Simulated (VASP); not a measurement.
# BN (F-43m) in VASP: further runs, part 3 of 3

VASP 6.6.1. Earlier steps stand in the parts before.

## Step 5: Vibrations by perturbation theory, PBE

This run uses another cell than the first one, of 5.89 Å³/atom.

File INCAR:

```
PREC = Accurate
ENCUT = 520
EDIFF = 1E-8
ISMEAR = 0
SIGMA = 0.01
LREAL = F
LASPH = T
NELM = 100
ALGO = Normal
ISIF = 2
LWAVE = F
LCHARG = T
GGA = PE
NBANDS = 11
IBRION = 8
NSW = 1
LEPSILON = T
```

File KPOINTS:

```
regular mesh
0
Gamma
  12 12 12
```

File POSCAR:

```
BN
1.0
    0.0000000000      1.8059749950      1.8059749950
    1.8059749950      0.0000000000      1.8059749950
    1.8059749950      1.8059749950      0.0000000000
B N
1 1
Direct
    0.0000000000      0.0000000000      0.0000000000
    0.7500000000      0.7500000000      0.7500000000
```

Potentials or basis: VASP PAW PBE potentials, release 64 (B, N).

Run with:

```
$ cat potpaw_PBE.64/B/POTCAR potpaw_PBE.64/N/POTCAR > POTCAR
$ mpirun -np 1 vasp_std > vasp.out
```

OUTCAR:

```text
PREC = Accurate
   ENCUT = 520
   EDIFF = 1E-8
   ISMEAR = 0
   LREAL = F
   LASPH = T
   NELM = 100
   ISIF = 2
   GGA = PE
   IBRION = 8
   NSW = 1
   LEPSILON = T

 ion  position               nearest neighbor table
   1  0.000  0.000  0.000-   2 1.56   2 1.56   2 1.56   2 1.56
   2  0.750  0.750  0.750-   1 1.56   1 1.56   1 1.56   1 1.56

  LATTYP: Found a face centered cubic cell.
 ALAT       =     3.6119499900

  Lattice vectors:

 A1 = (   0.0000000000,   1.8059749950,   1.8059749950)
 A2 = (   1.8059749950,   0.0000000000,   1.8059749950)
 A3 = (   1.8059749950,   1.8059749950,   0.0000000000)

Analysis of symmetry for initial positions (statically):
=====================================================================
 Subroutine PRICEL returns:
 Original cell was already a primitive cell.

 Routine SETGRP: Setting up the symmetry group for a
 face centered cubic supercell.

 Subroutine GETGRP returns: Found 24 space group operations
 (whereof 24 operations were pure point group operations)
 out of a pool of 48 trial point group operations.

The static configuration has the point symmetry T_d .

Analysis of symmetry for dynamics (positions and initial velocities):
=====================================================================
 Subroutine PRICEL returns:
 Original cell was already a primitive cell.

 Routine SETGRP: Setting up the symmetry group for a
 face centered cubic supercell.

 Subroutine GETGRP returns: Found 24 space group operations
 (whereof 24 operations were pure point group operations)
 out of a pool of 48 trial point group operations.

The dynamic configuration has the point symmetry T_d .

 Subroutine INISYM returns: Found 24 space group operations
 (whereof 24 operations are pure point group operations),
 and found     1 'primitive' translations

----------------------------------------------------------------------------------------

                                     Primitive cell

  volume of cell :      11.7805

  direct lattice vectors                    reciprocal lattice vectors
     0.000000000  1.805974995  1.805974995    -0.276858761  0.276858761  0.276858761
     1.805974995  0.000000000  1.805974995     0.276858761 -0.276858761  0.276858761
     1.805974995  1.805974995  0.000000000     0.276858761  0.276858761 -0.276858761

  length of vectors
     2.554034331  2.554034331  2.554034331     0.479533441  0.479533441  0.479533441

  position of ions in fractional coordinates (direct lattice)
     0.000000000  0.000000000  0.000000000
     0.750000000  0.750000000  0.750000000

  ion indices of the primitive-cell ions
   primitive index   ion index
[... 523 lines left out ...]
    -0.00045  1.03898  0.00000
     1.03898 -0.00045  0.00000
     0.00000  0.00000  0.00037

--------------------------------------- Ionic step        4  -------------------------------------------

------------------------ aborting loop because EDIFF is reached ----------------------------------------

[... ionic steps 5 to 6 ...]

--------------------------------------- Ionic step        7  -------------------------------------------

 Free energy of the ion-electron system (eV)
  ---------------------------------------------------
  ---------------------------------------------------
  free energy    TOTEN  =        -0.23097956 eV

  energy without entropy =       -0.23097956

------------------------ aborting loop because EDIFF is reached ----------------------------------------

 INTERNAL STRAIN TENSOR  FOR ION    2  DIRECTION 1   (eV/Angst):
 -----------------------------------------------------------------------------
     0.00863  0.00000  0.00000
     0.00000 -0.00323  1.96788
     0.00000  1.96788 -0.00323

 MACROSCOPIC STATIC DIELECTRIC TENSOR (including local field effects in DFT)
 ------------------------------------------------------
           4.603271     0.000000    -0.000000
           0.000000     4.603271    -0.000000
           0.000000     0.000000     4.603271
 ------------------------------------------------------

 PIEZOELECTRIC TENSOR (including local field effects)  for field in x, y, z        (e  Angst)
          XX          YY          ZZ          XY          YZ          ZX
  --------------------------------------------------------------------------------
  x     0.00000    -0.00000     0.00000     0.00000     0.76434     0.00000
  y    -0.00000     0.00000     0.00000    -0.00000     0.00000     0.76434
  z    -0.00000     0.00000    -0.00000     0.76434    -0.00000     0.00000

 PIEZOELECTRIC TENSOR (including local field effects)  for field in x, y, z        (C/m^2)
          XX          YY          ZZ          XY          YZ          ZX
  --------------------------------------------------------------------------------
  x     0.00000    -0.00000     0.00000     0.00000     1.03952     0.00000
  y    -0.00000     0.00000     0.00000    -0.00000     0.00000     1.03952
  z    -0.00000     0.00000    -0.00000     1.03952    -0.00000     0.00000

 BORN EFFECTIVE CHARGES (including local field effects) (in |e|, cummulative output)
 ---------------------------------------------------------------------------------
 ion    1
    1     1.90637    -0.00000     0.00000
    2     0.00000     1.90637     0.00000
    3    -0.00000     0.00000     1.90637
 ion    2
    1    -1.90637     0.00000    -0.00000
    2    -0.00000    -1.90637    -0.00000
    3     0.00000    -0.00000    -1.90637

 INTERNAL STRAIN TENSOR FOR ION    2 for displacements in x,y,z  (eV/Angst):
          X           Y           Z          XY          YZ          ZX
  --------------------------------------------------------------------------------
  x     0.00000     0.00000     0.00000     0.00000     1.96788     0.00000
  y     0.00000     0.00000     0.00000     0.00000     0.00000     1.96788
  z     0.00000     0.00000     0.00000     1.96788     0.00000     0.00000

 SECOND DERIVATIVES (NOT SYMMETRIZED)
 ------------------------------------
               1X          1Y          1Z          2X          2Y          2Z
  1X   -24.391311    0.000000    0.000000   24.391311    0.000000    0.000000
  1Y     0.000000  -24.391311    0.000000    0.000000   24.391311    0.000000
  1Z     0.000000    0.000000  -24.391311    0.000000    0.000000   24.391311
  2X    24.389891    0.000000    0.000000  -24.389891    0.000000    0.000000
  2Y     0.000000   24.389891    0.000000    0.000000  -24.389891    0.000000
  2Z     0.000000    0.000000   24.389891    0.000000    0.000000  -24.389891

 Eigenvectors and eigenvalues of the dynamical matrix
 ----------------------------------------------------

   1 f  =   31.259441 THz   196.408863 2PiTHz 1042.702727 cm-1   129.278604 meV
             X         Y         Z           dx          dy          dz
      0.000000  0.000000  0.000000     0.000000    0.751198    0.000000
      2.708962  2.708962  2.708962     0.000000   -0.660077    0.000000
[... 21 lines left out ...]
   6 f/i=    0.000451 THz     0.002834 2PiTHz    0.015048 cm-1     0.001866 meV
             X         Y         Z           dx          dy          dz
      0.000000  0.000000  0.000000     0.000000    0.000000   -0.660077
      2.708962  2.708962  2.708962     0.000000    0.000000   -0.751198

--------------------------------------------------------------------------------------------------------

 MACROSCOPIC STATIC DIELECTRIC TENSOR IONIC CONTRIBUTION
 ------------------------------------------------------
           2.288727    -0.000000     0.000000
          -0.000000     2.288727    -0.000000
           0.000000    -0.000000     2.288727
 ------------------------------------------------------

 ELASTIC MODULI CONTR FROM IONIC RELAXATION (kBar)
 Direction    XX          YY          ZZ          XY          YZ          ZX
 --------------------------------------------------------------------------------
 XX          -0.0000      0.0000      0.0000      0.0000     -0.0000     -0.0000
 YY           0.0000     -0.0000      0.0000      0.0000      0.0000      0.0000
 ZZ           0.0000      0.0000     -0.0000     -0.0000      0.0000     -0.0000
 XY           0.0000      0.0000     -0.0000    -19.8305     -0.0000      0.0000
 YZ          -0.0000      0.0000      0.0000     -0.0000    -19.8305      0.0000
 ZX          -0.0000      0.0000     -0.0000      0.0000      0.0000    -19.8305
 --------------------------------------------------------------------------------

 PIEZOELECTRIC TENSOR IONIC CONTR  for field in x, y, z        (C/m^2)
          XX          YY          ZZ          XY          YZ          ZX
  --------------------------------------------------------------------------------
  x    -0.00000     0.00000     0.00000    -0.00000    -0.20046     0.00000
  y    -0.00000     0.00000    -0.00000     0.00000     0.00000    -0.20046
  z     0.00000     0.00000    -0.00000    -0.20046    -0.00000     0.00000
```

OSZICAR:

```text
N       E                     dE             d eps       ncg     rms          rms(c)
DAV:   1     0.109573552979E+02    0.10957E+02   -0.51287E+03  1632   0.734E+02
DAV:   2    -0.179049133817E+02   -0.28862E+02   -0.28180E+02  1916   0.166E+02
[... 130 lines left out ...]
RMM:   6    -0.230984140936E+00   -0.56972E-05   -0.86624E-07 10193   0.110E-03    0.560E-04
RMM:   7    -0.230979720786E+00    0.44201E-05   -0.43710E-07 10553   0.678E-04    0.542E-05
RMM:   8    -0.230979650768E+00    0.70018E-07   -0.11757E-08 10742   0.460E-05    0.256E-05
RMM:   9    -0.230979533686E+00    0.11708E-06    0.69928E-09 10750   0.371E-05    0.296E-06
RMM:  10    -0.230979549673E+00   -0.15987E-07    0.95218E-11  9908   0.218E-06    0.120E-06
RMM:  11    -0.230979556309E+00   -0.66363E-08   -0.32578E-10  8995   0.202E-06    0.138E-07
 Linear response finished
```

stdout:

```text
POSCAR found type information on POSCAR B N
 POSCAR found :  2 types and       2 ions
 scaLAPACK will be used
 LDA part: xc-table for (Slater+PW92), standard interpolation
 POSCAR, INCAR and KPOINTS ok, starting setup
 FFT: planning ... GRIDC
 FFT: planning ... GRID_SOFT
 FFT: planning ... GRID
 WAVECAR not read
 entering main loop
[... 23 lines left out ...]
  Direction:   3
 dielectric tensor                  component  3 :     0.398     0.662     4.603
 Linear response DOF=           2
 Linear response progress:
 first order change of Fermi-energy   0.59533E+00
 force on displaced ion       1 direction 1 : -24.391   0.000   0.000
 Born effective charge ion    1 direction 1 :   1.907   0.000   0.000
 Linear response progress:
 first order change of Fermi-energy  -0.59513E+00
 force on displaced ion       2 direction 1 : -24.390   0.000   0.000
 Born effective charge ion    2 direction 1 :  -1.906   0.000   0.000
 Born effective charges drift removed
 Linear response finished
```

It took 5.1 min on 1 thread of AMD EPYC 7R13, shared host; peak memory 0.17 GiB.

What came out:

* Electronic dielectric tensor (diagonal): 4.60
* Born charges (mean of the diagonal): B +1.91; N -1.91 e
* Highest phonon frequency at Γ, LO-TO splitting left out: 1043 cm⁻¹

Phonon frequencies in cm⁻¹ (negative: imaginary):
| q point | frequencies |
| --- | --- |
| (0.000, 0.000, 0.000) | 0 0 0 1043 1043 1043 |

Electronic dielectric tensor:
```
4.60 0.00 0.00
0.00 4.60 0.00
0.00 0.00 4.60
```

Born effective charge tensors (e):
atom 1, B
```
1.91 0.00 0.00
0.00 1.91 0.00
0.00 0.00 1.91
```
atom 2, N
```
-1.91  0.00  0.00
 0.00 -1.91  0.00
 0.00  0.00 -1.91
```

Caveat: the cell stands under pressure or tension, which shifts response properties.
